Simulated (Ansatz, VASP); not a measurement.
## ZnSe in VASP and in Ansatz

INCAR

```
SYSTEM = ZnSe
PREC = Accurate ; ENCUT = 600
EDIFF = 1E-7 ; ISMEAR = -1
SIGMA = 0.05 ; LREAL = .FALSE.
LASPH = .TRUE. ; NELM = 60
ALGO = Normal ; ISIF = 3
LWAVE = .FALSE. ; LCHARG = .FALSE.
GGA = RP ; IVDW = 12
IBRION = 2 ; NSW = 80
EDIFFG = -0.01
```

The input KPOINTS:

```
regular mesh
0
G
  8 8 8
  0 0 0
```

The input POSCAR:

```
ZnSe
1.0
    0.0000000000      2.8338000000      2.8338000000
    2.8338000000      0.0000000000      2.8338000000
    2.8338000000      2.8338000000      0.0000000000
Se Zn
1 1
Direct
    0.7500000000      0.7500000000      0.7500000000
    0.0000000000      0.0000000000      0.0000000000
```

input.yaml

```yaml
crystal:
  lattice:
    - [0.0, 2.8338, 2.8338]
    - [2.8338, 0.0, 2.8338]
    - [2.8338, 2.8338, 0.0]
  atoms:
    - { symbol: Se, position: [0.75, 0.75, 0.75] }
    - { symbol: Zn, position: [0.0, 0.0, 0.0] }
kpoints:
  mp_grid: { grid: [8, 8, 8] }
scf:
  occupations: { method: fermi_dirac, width: 0.05 }
hamiltonian:
  xc: rpbe
  dispersion: d3bj
  pseudopotentials: { kind: all_electron, lapw: { basis_error: 0.001 } }
output:
  forces: true
  stress: true
relax:
  f_tol: 0.01
  max_steps: 60
  cell: {}
```

Alike in both runs: task relaxation of cell and atoms; functional RPBE; dispersion D3(BJ); k mesh 8 × 8 × 8; occupations fermi-dirac, width 0.05 eV; no spin polarisation.

```csv
,VASP,Ansatz
version,VASP 6.6.1,Ansatz 0.2.0
potentials or method,"VASP PAW PBE potentials, release 64 (Se, Zn), cutoff 600 eV","all-electron LAPW, scalar-relativistic"
```

VASP gave:

* relaxed volume (Å³/atom): 20.89
* relaxed cell length with the largest relative difference (Å): 3.895

What did Ansatz give for the same quantities?

Relaxed volume (Å³/atom): 20.81; relaxed cell length with the largest relative difference (Å): 3.890.

VASP's potentials were made for PBE, not for RPBE. Ansatz ran all-electron here, and VASP with PAW potentials.
